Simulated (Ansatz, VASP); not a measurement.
## C: VASP beside Ansatz

The input INCAR:

```
PREC = Accurate
ENCUT = 520
EDIFF = 1E-6
ISMEAR = 0
SIGMA = 0.1
LREAL = False
LASPH = True
NELM = 60
ALGO = Normal
ISIF = 2
LWAVE = False
LCHARG = False
LDIPOL = True
IDIPOL = 3
DIPOL = 0.5 0.5 0.500
GGA = PE
IVDW = 12
NBANDS = 11
```

File KPOINTS:

```
Automatic mesh
0
Gamma
  21 21 1
```

The input POSCAR:

```
C
1.0
    2.3760000000      0.0000000000      0.0000000000
   -1.1880000000      2.0576763594      0.0000000000
    0.0000000000      0.0000000000     26.0024170307
C
2
Direct
    0.6666666667      0.3333333333      0.5054994888
    0.3333333333      0.6666666667      0.4945005112
```

Input for Ansatz:

```yaml
crystal:
  lattice:
    - [2.376, 0.0, 0.0]
    - [-1.188, 2.0576763594, 0.0]
    - [0.0, 0.0, 26.0024170307]
  atoms:
    - { symbol: C, position: [0.6666666667, 0.3333333333, 0.5054994888] }
    - { symbol: C, position: [0.3333333333, 0.6666666667, 0.4945005112] }
  periodic: [true, true, false]
basis:
  ecutwfc: 420
kpoints:
  mp_grid: { grid: [21, 21, 1] }
hamiltonian:
  xc: pbe
  pseudopotentials: { kind: paw, azcp: { folder: soft_1 } }
  dispersion: d3bj
scf:
  occupations: { method: gaussian, width: 0.1 }
output:
  forces: true
  stress: true
  eigenvalues: true
```

Alike in both runs: task single point; functional PBE; dispersion D3(BJ); k mesh 21 × 21 × 1; occupations gaussian, width 0.1 eV; no spin polarisation.

```csv
,VASP,Ansatz
version,VASP 6.6.1,Ansatz 0.2.0
potentials or method,"VASP PAW PBE potentials, release 64 (C), cutoff 520 eV","scalar-relativistic, plane waves, PAW"
valence electrons in the cell,8,8
```

```csv
,VASP,Ansatz,Ansatz less VASP
gap on the k mesh at the Fermi level (eV),none,none,-
rms of the force components (eV/Å),2.760,2.772,+0.0120
```

Atom by atom the forces differ by 0.012 eV/Å (rms over components). A gap of «none» marks a metal or a gap that the smearing closes.
